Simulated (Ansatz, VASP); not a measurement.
## Two plane-wave programs on Sn

The input INCAR:

```
SYSTEM = Sn
PREC = Accurate
ENCUT = 520
EDIFF = 1E-6
ISMEAR = -1
SIGMA = 0.1
LREAL = .False.
LASPH = .True.
NELM = 100
ALGO = Normal
ISIF = 2
LWAVE = .False.
LCHARG = .False.
GGA = PE
NBANDS = 21
```

File KPOINTS:

```
regular mesh
0
Gamma
  3 3 2
  0 0 0
```

Contents of POSCAR:

```
Sn
1.0
   -2.9773321013      2.9790067394      1.6030901642
    2.9790067394     -2.9773321013      1.6030901642
    2.9770686044      2.9770686044     -1.6000204610
Sn
2
Direct
    0.0000231878      0.9999768122      0.0000000000
    0.7499768122      0.2500231878      0.5000000000
```

Input for Ansatz:

```yaml
crystal:
  lattice:
    - [-2.9773321013, 2.9790067394, 1.6030901642]
    - [2.9790067394, -2.9773321013, 1.6030901642]
    - [2.9770686044, 2.9770686044, -1.600020461]
  atoms:
    - { symbol: Sn, position: [2.31878e-05, 0.9999768122, 0.0] }
    - { symbol: Sn, position: [0.7499768122, 0.2500231878, 0.5] }
hamiltonian:
  xc: pbe
  pseudopotentials:
    kind: paw
    azcp:
      Sn: "pseudopotentials/Sn.paw.azcp"
basis:
  ecutwfc: 420
  fft_grid_basis: typed
kpoints:
  mp_grid: { grid: [3, 3, 2], shift: [0, 0, 0] }
magnetization:
  spin_polarized: false
scf:
  occupations: { method: fermi_dirac, width: 0.1 }
  lower_state_search: "off"
output:
  stress: true
  write_density: true
  write_potential: true
  elf: true
  volumetric_format: npy
```

Alike in both runs: task single point; functional PBE; k mesh 3 × 3 × 2; occupations fermi-dirac, width 0.1 eV; no spin polarisation.

|  | VASP | Ansatz |
| --- | --- | --- |
| version | VASP 6.6.1 | Ansatz 0.2.0 |
| potentials or method | VASP PAW PBE potentials, release 64 (Sn_d), cutoff 520 eV | plane waves (420 eV) with PAW, scalar-relativistic |
| valence electrons in the cell | 28 | 28 |

VASP gave:

- pressure (GPa): -0.7
- traceless stress, the component that is largest in VASP (GPa): 5.73

Question: Estimate Ansatz's values.

Answer: Pressure (GPa): -0.6; traceless stress, the component that is largest in VASP (GPa): 5.73.

With one functional, cell and mesh, what is left measures potentials, basis and numerics.

The k mesh is coarse, so the values compare programs but aren't converged.
